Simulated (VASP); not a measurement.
Here is a VASP 6.6.1 calculation.

File INCAR:

```
PREC     = Accurate       # precision mode
ENCUT    = 520            # plane-wave cutoff, eV
EDIFF    = 1E-6           # SCF threshold, eV
ISMEAR   = 0              # smearing method
SIGMA    = 0.05           # smearing width, eV
LREAL    = False          # projectors in reciprocal space
LASPH    = True           # aspherical terms in the spheres
NELM     = 60             # most SCF steps
ALGO     = Normal         # electronic algorithm
ISIF     = 2              # what is computed and relaxed
LWAVE    = False          # write WAVECAR
LCHARG   = False          # write CHGCAR
GGA      = CA             # functional
NBANDS   = 19             # bands
```

Contents of KPOINTS:

```
Automatic mesh
0
Gamma
  6 6 6
```

File POSCAR:

```
RbCaH3
1.0
    4.5470000000      0.0000000000      0.0000000000
    0.0000000000      4.5470000000      0.0000000000
    0.0000000000      0.0000000000      4.5470000000
Rb Ca H
1 1 3
Direct
    0.0111102152      0.0111102152      0.0111102152
    0.5000000000      0.5000000000      0.5000000000
    0.0000000000      0.5000000000      0.5000000000
    0.5000000000      0.0000000000      0.5000000000
    0.5000000000      0.5000000000      0.0000000000
```

Potentials or basis: VASP PAW LDA potentials, release 64 (Rb_sv, Ca_sv, H).

Run with:

```bash
$ cat potpaw_LDA.64/Rb_sv/POTCAR potpaw_LDA.64/Ca_sv/POTCAR potpaw_LDA.64/H/POTCAR > POTCAR
$ mpirun -np 1 vasp_std > vasp.out
```

Q: Predict the band gap on the k mesh.

A: 2.93 eV, direct.

Q: What does it give for the pressure?

A: -2.4 GPa.

Q: Estimate the largest force.

A: 0.074 eV/Å.

Forces in eV/Å, atoms in the order of the input:
```
Rb  -0.043 -0.043 -0.043
Ca   0.042  0.042  0.042
H    0.013 -0.006 -0.006
H   -0.006  0.013 -0.006
H   -0.006 -0.006  0.013
```

Caveat: the cell differs from its parent crystal (all Rb atoms moved +0.087 Å, as atom 1 along Cartesian [1 1 1]). A k mesh can miss the band edges.
